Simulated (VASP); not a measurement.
Here is a VASP 6.6.1 calculation.

Contents of INCAR:

```
PREC = Accurate
ENCUT = 520
EDIFF = 1E-6
ISMEAR = 0
SIGMA = 0.05
LREAL = F
LASPH = T
NELM = 80
ALGO = Normal
ISIF = 2
LWAVE = F
LCHARG = F
GGA = PE
IBRION = 2
NSW = 50
EDIFFG = -0.01
```

File KPOINTS:

```
Automatic mesh
0
Gamma
  12 12 6
```

The input POSCAR:

```
PtS2
1.0
    3.4786160478      0.0000000000      0.0000000000
   -1.7393080239      3.0125698674      0.0000000000
    0.0000000000      0.0000000000      5.7689368536
Pt S
1 2
Direct
    0.0000000000      0.0000000000      0.0000000000
    0.3333333333      0.6666666667      0.1889525212
    0.6666666667      0.3333333333      0.8110474788
```

Potentials or basis: VASP PAW PBE potentials, release 64 (Pt, S).

The run is started by

```console
$ cat potpaw_PBE.64/Pt/POTCAR potpaw_PBE.64/S/POTCAR > POTCAR
$ mpirun -np 1 vasp_std > vasp.out
```

Task: Estimate the energy gained by relaxing.

Result: 171.2 meV/atom.

Task: Estimate the band gap on the k mesh.

Result: 1.19 eV (least direct gap 1.30 eV).

Final structure:
```
Pt S
1.0
     3.47862    0.00000    0.00000
    -1.73931    3.01257    0.00000
     0.00000    0.00000    5.76894
Pt S
1 2
Direct
  0.00000 0.00000 0.00000
  0.33333 0.66667 0.22126
  0.66667 0.33333 0.77874
```

Caveat: spin-orbit coupling is left out, which moves the levels of the heavy elements. A k mesh can miss the band edges.
